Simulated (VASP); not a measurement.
# HC20 in VASP: a series of runs

Runs on HC20. Level: PBE+D3(BJ). Tasks: single point.

Everything below comes from runs of VASP 6.6.1. Logs are shortened: lines on timing, memory, paths and dates and some standing lists are left out, and cuts for length are marked.

**1. The cell of the first run**

The cell holds a slab with vacuum, 21 atoms: a = 4.929 Å, b = 6.805 Å, c = 22.235 Å, α = 90.00°, β = 90.00°, γ = 90.00°.

**2. Single point, PBE+D3(BJ)**

INCAR reads:

```
SYSTEM = HC20
PREC = Accurate ; ENCUT = 520
EDIFF = 1E-6 ; ISMEAR = 0
SIGMA = 0.1 ; LREAL = Auto
LASPH = .TRUE. ; NELM = 60
ALGO = Normal ; ISIF = 2
LWAVE = .FALSE. ; LCHARG = .FALSE.
LDIPOL = .TRUE. ; IDIPOL = 3
DIPOL = 0.5 0.5 0.305 ; GGA = PE
IVDW = 12 ; NBANDS = 56
```

KPOINTS reads:

```
Automatic mesh
0
G
  6 4 1
  0 0 0
```

POSCAR reads:

```
HC20
1.0
    4.9292027291      0.0000000000      0.0000000000
    0.0000000000      6.8054113579      0.0000000000
    0.0000000000      0.0000000000     22.2346643469
C H
20 1
Direct
    0.3122885183      0.2500141188      0.1798992752
    0.8122885183      0.2500141188      0.1798992752
    0.0622635010      0.2500141188      0.2119095571
    0.5622635010      0.2500141188      0.2119095571
    0.1871989222      0.7499858812      0.2279080302
    0.6871989222      0.7499858812      0.2279080302
    0.4371739048      0.7499858812      0.2599183120
    0.9371739048      0.7499858812      0.2599183120
    0.0621093260      0.2500141188      0.2759167852
    0.5621093260      0.2500141188      0.2759167852
    0.3120409925      0.2500133946      0.3071026518
    0.8120409925      0.2500133946      0.3071026518
    0.4371093881      0.7499905632      0.3309339292
    0.9371093881      0.7499905632      0.3309339292
    0.1866551682      0.7499900467      0.3565506911
    0.6866551682      0.7499900467      0.3565506911
    0.3119519864      0.2500147752      0.3740490919
    0.8119519864      0.2500147752      0.3740490919
    0.0621664184      0.2500173699      0.4018349100
    0.5621664184      0.2500173699      0.4018349100
    0.3121664184      0.2500173699      0.5502518120
```

Potentials or basis: VASP PAW PBE potentials, release 64 (C, H).

The run is started by

```console
cat potpaw_PBE.64/C/POTCAR potpaw_PBE.64/H/POTCAR > POTCAR
mpirun -np 1 vasp_std > vasp.out
```

OUTCAR:

```text
SYSTEM = HC20
   PREC = Accurate
   ENCUT = 520
   EDIFF = 1E-6
   ISMEAR = 0
   LREAL = Auto
   LASPH = .TRUE.
   NELM = 60
   ISIF = 2
   GGA = PE
   IVDW = 12
 IVDW          = 12

 ion  position               nearest neighbor table
   1  0.312  0.250  0.180-   4 1.42   3 1.42
   2  0.812  0.250  0.180-   3 1.42   4 1.42
   3  0.062  0.250  0.212-   2 1.42   9 1.42   1 1.42
   4  0.562  0.250  0.212-   1 1.42  10 1.42   2 1.42
   5  0.187  0.750  0.228-   7 1.42   8 1.42
   6  0.687  0.750  0.228-   8 1.42   7 1.42
   7  0.437  0.750  0.260-   5 1.42   6 1.42  13 1.58
   8  0.937  0.750  0.260-   6 1.42   5 1.42  14 1.58
   9  0.062  0.250  0.276-  11 1.41  12 1.41   3 1.42
  10  0.562  0.250  0.276-  12 1.41  11 1.41   4 1.42
  11  0.312  0.250  0.307-   9 1.41  10 1.41  17 1.49
  12  0.812  0.250  0.307-  10 1.41   9 1.41  18 1.49
  13  0.437  0.750  0.331-  16 1.36  15 1.36   7 1.58
  14  0.937  0.750  0.331-  15 1.36  16 1.36   8 1.58
  15  0.187  0.750  0.357-  14 1.36  13 1.36
  16  0.687  0.750  0.357-  13 1.36  14 1.36
  17  0.312  0.250  0.374-  19 1.38  20 1.38  11 1.49
  18  0.812  0.250  0.374-  20 1.38  19 1.38  12 1.49
  19  0.062  0.250  0.402-  17 1.38  18 1.38
  20  0.562  0.250  0.402-  18 1.38  17 1.38
  21  0.312  0.250  0.550-

  LATTYP: Found a simple orthorhombic cell.
 ALAT       =     4.9292027291
 B/A-ratio  =     1.3806312566
 C/A-ratio  =     4.5108033832

  Lattice vectors:

 A1 = (   4.9292027291,   0.0000000000,   0.0000000000)
 A2 = (   0.0000000000,   6.8054113579,   0.0000000000)
 A3 = (   0.0000000000,   0.0000000000,  22.2346643469)

Analysis of symmetry for initial positions (statically):
=====================================================================
 Subroutine PRICEL returns:
 Original cell was already a primitive cell.

 Routine SETGRP: Setting up the symmetry group for a
 simple orthorhombic supercell.

 Subroutine GETGRP returns: Found  1 space group operations
 (whereof  1 operations were pure point group operations)
 out of a pool of  8 trial point group operations.

The static configuration has the point symmetry C_1 .

Analysis of symmetry for dynamics (positions and initial velocities):
=====================================================================
 Subroutine PRICEL returns:
 Original cell was already a primitive cell.

 Routine SETGRP: Setting up the symmetry group for a
 simple orthorhombic supercell.

 Subroutine GETGRP returns: Found  1 space group operations
[... 143 lines left out ...]
   EMIN   =  10.00;   EMAX   =-10.00  energy-range for DOS
   EFERMI =   0.00;   METHOD = LEGACY
   ISMEAR =     0;   SIGMA  =   0.10  broadening in eV -4-tet -1-fermi 0-gaus
   EFERMI_NEDOS =   21; number of points for ismear=-14 and -15
   IALGO  =     38    algorithm
   IMIX   =      4    mixing-type and parameters
     AMIX     =   0.40;   BMIX     =  1.00
     AMIX_MAG =   1.60;   BMIX_MAG =  1.00
  volume/ion in A,a.u.               =      35.52       239.68
  Fermi-wavevector in a.u.,A,eV,Ry     =   0.781057  1.475983  8.300231  0.610050
  Thomas-Fermi vector in A             =   1.884496
   LORBIT       =      0    0 simple, 1 ext, 2 COOP (PROOUT), +10 PAW based schemes
   GGA     = PE    functional components
   LHFCALC =     F    Hartree Fock is set to
   AEXX    =    0.0000 exact exchange contribution
   IVDW    =    12    specifies the selected vdW correction
   LEPSILON=     F    determine dielectric tensor
   LRPA    =     F    only Hartree local field effects (RPA)
 non-spin polarized calculation
 Gauss-broadening in eV      SIGMA  =   0.10
  energy-cutoff  :      520.00
  volume of cell :      745.87
 maximum number of plane-waves:     20120
 NGX is ok and might be reduce to    40
   NGX = 19   NGY = 25   NGZ = 83

 dipolmoment           0.000000      0.000000      0.409867 electrons x Angstroem

 number of electron      81.0000009 magnetization

 dipolmoment           0.000000      0.000000     -0.047868 electrons x Angstroem

 Free energy of the ion-electron system (eV)
  ---------------------------------------------------
  ext. energy  EPLUGINS =         0.00000000
  ---------------------------------------------------
  free energy    TOTEN  =      -160.58120249 eV

  energy without entropy =     -160.46899768  energy(sigma->0) =     -160.52510009

 E-fermi :  -3.9838     XC(G=0):  -3.5194

 val. band max:       -3.9872399772   @ k =   0.0000   0.0000   0.0000
 cond. band min:      -3.9835596192   @ k =   0.0000   0.2500   0.0000
 fundamental gap:      0.0036803580
 Fermi energy:        -3.9838427193

 k-point     1 :       0.0000    0.0000    0.0000
  band No.  band energies     occupation
      1     -22.6681      2.00000
      2     -21.6539      2.00000
      3     -20.9664      2.00000
      4     -19.0543      2.00000
      5     -18.6117      2.00000
      6     -18.4948      2.00000
[... 759 lines left out ...]
     51       1.6889      0.00000
     52       2.8221      0.00000
 [bands above 52 left out]

------------------------ aborting loop because EDIFF is reached ----------------------------------------

 vacuum level on the upper side and lower side of the slab       (xc-potential included)        -0.253        -0.004

 Edisp (eV)   -2.16269

 E8    (eV) :    -0.6469

  FORCE on cell =-STRESS in cart. coord.  units (eV):
  Direction    XX          YY          ZZ          XY          YZ          ZX
  --------------------------------------------------------------------------------------
  -------------------------------------------------------------------------------------
  Total      -0.60442    -0.30105    -5.42989    -0.00055     0.00083    -0.02156
  in kB      -1.29833    -0.64668   -11.66380    -0.00119     0.00178    -0.04631
  external pressure =       -4.54 kB  Pullay stress =        0.00 kB

 VOLUME and BASIS-vectors are now :
 -----------------------------------------------------------------------------
  energy-cutoff  :      520.00
  volume of cell :      745.87
      direct lattice vectors                 reciprocal lattice vectors
     4.929202729  0.000000000  0.000000000     0.202872565  0.000000000  0.000000000
     0.000000000  6.805411358  0.000000000     0.000000000  0.146941889  0.000000000
     0.000000000  0.000000000 22.234664347     0.000000000  0.000000000  0.044974819

 POSITION                                       TOTAL-FORCE (eV/Angst)
 -----------------------------------------------------------------------------------
      1.53933      1.70145      4.00000        -0.047074      0.000175      2.029386
      4.00393      1.70145      4.00000        -0.048711      0.000174      1.953205
      0.30691      1.70145      4.71174         0.048295      0.000120     -3.427783
      2.77151      1.70145      4.71174         0.037166      0.000119     -3.427730
      0.92274      5.10396      5.06746         0.066242     -0.000200      3.205851
      3.38734      5.10396      5.06746         0.063078     -0.000200      3.207853
[... 13 lines left out ...]
      2.77103      1.70147      8.93466        -0.144855     -0.000443      0.367152
      1.53873      1.70147     12.23466         0.001103     -0.000001     -0.583648
 -----------------------------------------------------------------------------------
    total drift:                               -0.020709     -0.000001      0.008448

  FREE ENERGIE OF THE ION-ELECTRON SYSTEM (eV)
  ---------------------------------------------------
  free  energy   TOTEN  =      -162.7438895118 eV

  energy  without entropy=     -162.6316847014  energy(sigma->0) =     -162.68778711

 vacuum level on the upper side and lower side of the slab         2.339         2.601
```

stdout:

```text
POSCAR found type information on POSCAR C H
 POSCAR found :  2 types and      21 ions
 scaLAPACK will be used
 LDA part: xc-table for (Slater+PW92), standard interpolation
 POSCAR, INCAR and KPOINTS ok, starting setup
 FFT: planning ... GRIDC
 FFT: planning ... GRID_SOFT
 FFT: planning ... GRID
 WAVECAR not read
 entering main loop
```

Wall time 17 min (1 thread of Intel Xeon 6975P-C (Granite Rapids), shared host); peak memory 0.88 GiB.

What came out:

* Free energy: -162.7439 eV
* Largest force: 3.428 eV/Å
* Band gap on the k mesh: zero (an odd number of electrons rules out a gap without spin polarisation)
* Dispersion energy per atom: -0.103 eV

Forces in eV/Å, atoms in the order of the input:
```
C   -0.047  0.000  2.029
C   -0.049  0.000  1.953
C    0.048  0.000 -3.428
C    0.037  0.000 -3.428
C    0.066  0.000  3.206
C    0.063  0.000  3.208
C   -0.067  0.000 -3.199
C   -0.062  0.000 -3.198
C    0.042  0.000  1.336
C   -0.037  0.000  1.336
C   -0.001  0.000  0.265
C   -0.001  0.000  0.165
C    0.003  0.000  0.032
C    0.006  0.000  0.023
C   -0.003  0.000 -0.017
C   -0.005  0.000 -0.011
C    0.004  0.000 -0.309
C    0.001  0.000 -0.115
C    0.145  0.000  0.367
C   -0.145  0.000  0.367
H    0.001  0.000 -0.584
```

Caveat: an odd number of electrons without spin polarisation forces a metal; a magnetic or distorted state may lie lower.

**3. Single point, PBE+D3(BJ)**

INCAR reads:

```
SYSTEM = HC20
  ALGO = Fast
  DIPOL = 0.5 0.5 0.305
  EDIFF = 1E-7
  ENCUT = 520
  GGA = PE
  IDIPOL = 3
  ISIF = 2
  ISMEAR = 0
  IVDW = 12
  LASPH = .True.
  LCHARG = .False.
  LDIPOL = .True.
  LREAL = Auto
  LWAVE = .False.
  NBANDS = 56
  NELM = 100
  PREC = Accurate
  SIGMA = 0.1
```

KPOINTS reads:

```
k-points
0
Gamma
  6 4 1
  0 0 0
```

POSCAR: that of step 2 with these lines changed.

```diff
@@ -28,2 +28,2 @@
     0.5621664184      0.2500173699      0.4018349100
-    0.3121664184      0.2500173699      0.5502518120
+    0.1454997517      0.2500173699      0.5502518120
```

Potentials or basis: VASP PAW PBE potentials, release 64 (C, H).

The run is started by

```console
cat potpaw_PBE.64/C/POTCAR potpaw_PBE.64/H/POTCAR > POTCAR
mpirun -np 1 vasp_std > vasp.out
```

OUTCAR:

```text
SYSTEM = HC20
   EDIFF = 1E-7
   ENCUT = 520
   GGA = PE
   ISIF = 2
   ISMEAR = 0
   IVDW = 12
   LASPH = .True.
   LREAL = Auto
   NELM = 100
   PREC = Accurate
 IVDW          = 12

 ion  position               nearest neighbor table
   1  0.312  0.250  0.180-   4 1.42   3 1.42
   2  0.812  0.250  0.180-   3 1.42   4 1.42
   3  0.062  0.250  0.212-   2 1.42   9 1.42   1 1.42
   4  0.562  0.250  0.212-   1 1.42  10 1.42   2 1.42
   5  0.187  0.750  0.228-   7 1.42   8 1.42
   6  0.687  0.750  0.228-   8 1.42   7 1.42
   7  0.437  0.750  0.260-   5 1.42   6 1.42  13 1.58
   8  0.937  0.750  0.260-   6 1.42   5 1.42  14 1.58
   9  0.062  0.250  0.276-  11 1.41  12 1.41   3 1.42
  10  0.562  0.250  0.276-  12 1.41  11 1.41   4 1.42
  11  0.312  0.250  0.307-   9 1.41  10 1.41  17 1.49
  12  0.812  0.250  0.307-  10 1.41   9 1.41  18 1.49
  13  0.437  0.750  0.331-  16 1.36  15 1.36   7 1.58
  14  0.937  0.750  0.331-  15 1.36  16 1.36   8 1.58
  15  0.187  0.750  0.357-  14 1.36  13 1.36
  16  0.687  0.750  0.357-  13 1.36  14 1.36
  17  0.312  0.250  0.374-  19 1.38  20 1.38  11 1.49
  18  0.812  0.250  0.374-  20 1.38  19 1.38  12 1.49
  19  0.062  0.250  0.402-  17 1.38  18 1.38
  20  0.562  0.250  0.402-  18 1.38  17 1.38
  21  0.145  0.250  0.550-

  LATTYP: Found a simple orthorhombic cell.
 ALAT       =     4.9292027291
 B/A-ratio  =     1.3806312566
 C/A-ratio  =     4.5108033832

  Lattice vectors:

 A1 = (   4.9292027291,   0.0000000000,   0.0000000000)
 A2 = (   0.0000000000,   6.8054113579,   0.0000000000)
 A3 = (   0.0000000000,   0.0000000000,  22.2346643469)

Analysis of symmetry for initial positions (statically):
=====================================================================
 Subroutine PRICEL returns:
 Original cell was already a primitive cell.

 Routine SETGRP: Setting up the symmetry group for a
 simple orthorhombic supercell.

[... 175 lines left out ...]
   LRPA    =     F    only Hartree local field effects (RPA)
 non-spin polarized calculation
 RMM-DIIS sequential band-by-band and
 Gauss-broadening in eV      SIGMA  =   0.10
  energy-cutoff  :      520.00
  volume of cell :      745.87
 maximum number of plane-waves:     20120
 NGX is ok and might be reduce to    40
   NGX = 19   NGY = 25   NGZ = 83

 dipolmoment           0.000000      0.000000      0.392873 electrons x Angstroem

 number of electron      81.0000009 magnetization

 dipolmoment           0.000000      0.000000     -0.055860 electrons x Angstroem

 Free energy of the ion-electron system (eV)
  ---------------------------------------------------
  ext. energy  EPLUGINS =         0.00000000
  ---------------------------------------------------
  free energy    TOTEN  =      -160.61727932 eV

  energy without entropy =     -160.50717993  energy(sigma->0) =     -160.56222963

 E-fermi :  -3.9726     XC(G=0):  -3.5112

 val. band max:       -3.9728877748   @ k =   0.3333   0.5000   0.0000
 cond. band min:      -3.9699818894   @ k =   0.0000   0.2500   0.0000
 fundamental gap:      0.0029058854
 Fermi energy:        -3.9725831689

 k-point     1 :       0.0000    0.0000    0.0000
  band No.  band energies     occupation
      1     -22.6628      2.00000
      2     -21.6420      2.00000
      3     -20.9634      2.00000
      4     -19.0424      2.00000
      5     -18.6063      2.00000
      6     -18.4875      2.00000
[... 759 lines left out ...]
     51       1.7006      0.00000
     52       2.8330      0.00000
 [bands above 52 left out]

------------------------ aborting loop because EDIFF is reached ----------------------------------------

 vacuum level on the upper side and lower side of the slab       (xc-potential included)        -0.238         0.067

 Edisp (eV)   -2.16262

 E8    (eV) :    -0.6468

  FORCE on cell =-STRESS in cart. coord.  units (eV):
  Direction    XX          YY          ZZ          XY          YZ          ZX
  --------------------------------------------------------------------------------------
  -------------------------------------------------------------------------------------
  Total      -0.55814    -0.29950    -5.66423    -0.00056     0.00083    -0.20474
  in kB      -1.19893    -0.64334   -12.16718    -0.00119     0.00178    -0.43981
  external pressure =       -4.67 kB  Pullay stress =        0.00 kB

 VOLUME and BASIS-vectors are now :
 -----------------------------------------------------------------------------
  energy-cutoff  :      520.00
  volume of cell :      745.87
      direct lattice vectors                 reciprocal lattice vectors
     4.929202729  0.000000000  0.000000000     0.202872565  0.000000000  0.000000000
     0.000000000  6.805411358  0.000000000     0.000000000  0.146941889  0.000000000
     0.000000000  0.000000000 22.234664347     0.000000000  0.000000000  0.044974819

 POSITION                                       TOTAL-FORCE (eV/Angst)
 -----------------------------------------------------------------------------------
      1.53933      1.70145      4.00000         0.016071      0.000174      2.001092
      4.00393      1.70145      4.00000        -0.109924      0.000174      1.965833
      0.30691      1.70145      4.71174         0.044395      0.000118     -3.579116
      2.77151      1.70145      4.71174         0.040084      0.000120     -3.271962
      0.92274      5.10396      5.06746         0.064090     -0.000201      3.205951
      3.38734      5.10396      5.06746         0.067861     -0.000201      3.210122
[... 13 lines left out ...]
      2.77103      1.70147      8.93466        -0.032547     -0.000444      0.128104
      0.71720      1.70147     12.23466        -0.049471     -0.000001     -0.671600
 -----------------------------------------------------------------------------------
    total drift:                               -0.020699      0.000001      0.007997

  FREE ENERGIE OF THE ION-ELECTRON SYSTEM (eV)
  ---------------------------------------------------
  free  energy   TOTEN  =      -162.7799043126 eV

  energy  without entropy=     -162.6698049309  energy(sigma->0) =     -162.72485462

 vacuum level on the upper side and lower side of the slab         2.346         2.660
```

stdout:

```text
POSCAR found type information on POSCAR C H
 POSCAR found :  2 types and      21 ions
 scaLAPACK will be used
 LDA part: xc-table for (Slater+PW92), standard interpolation
 POSCAR, INCAR and KPOINTS ok, starting setup
 FFT: planning ... GRIDC
 FFT: planning ... GRID_SOFT
 FFT: planning ... GRID
 WAVECAR not read
 entering main loop
```

Run time: 39 min. Hardware: 1 thread of AMD EPYC 9755, shared host; peak memory 0.85 GiB.

Results:

| Property | Result |
| --- | --- |
| Free energy | -162.7799 eV |
| Largest force | 3.579 eV/Å |
| Band gap on the k mesh | zero (an odd number of electrons rules out a gap without spin polarisation) |
| Dispersion energy per atom | -0.103 eV |

Forces on the atoms (eV/Å):
```
C    0.016  0.000  2.001
C   -0.110  0.000  1.966
C    0.044  0.000 -3.579
C    0.040  0.000 -3.272
C    0.064  0.000  3.206
C    0.068  0.000  3.210
C   -0.071  0.000 -3.201
C   -0.061  0.000 -3.200
C    0.016  0.000  1.398
C   -0.013  0.000  1.291
C    0.034  0.000  0.229
C   -0.030  0.000  0.178
C    0.002  0.000  0.026
C    0.009  0.000  0.029
C   -0.006  0.000 -0.020
C   -0.005  0.000 -0.004
C    0.102  0.000 -0.238
C   -0.099  0.000 -0.180
C    0.081  0.000  0.703
C   -0.033  0.000  0.128
H   -0.049  0.000 -0.672
```

Levels at points of the mesh, in eV from the Fermi level:
```tsv
k point	band 37	band 38	band 39	band 40	band 41	band 42	band 43	band 44
(0.00, 0.00, 0.00)	-0.56	-0.40	-0.31	0.00	0.16	0.21	0.62	0.75
(0.50, 0.00, 0.00)	-0.80	-0.80	-0.33	-0.07	-0.03	0.06	0.33	0.59
(0.00, 0.50, 0.00)	-0.55	-0.40	-0.31	0.01	0.11	0.26	0.62	0.77
(0.50, 0.50, 0.00)	-0.74	-0.74	-0.33	-0.06	-0.03	0.05	0.34	0.63
```

Caveat: an odd number of electrons without spin polarisation forces a metal; a magnetic or distorted state may lie lower.

[end of part 1 of 2]

The gap in the log of VASP goes by the Fermi energy; the results here count the filled bands.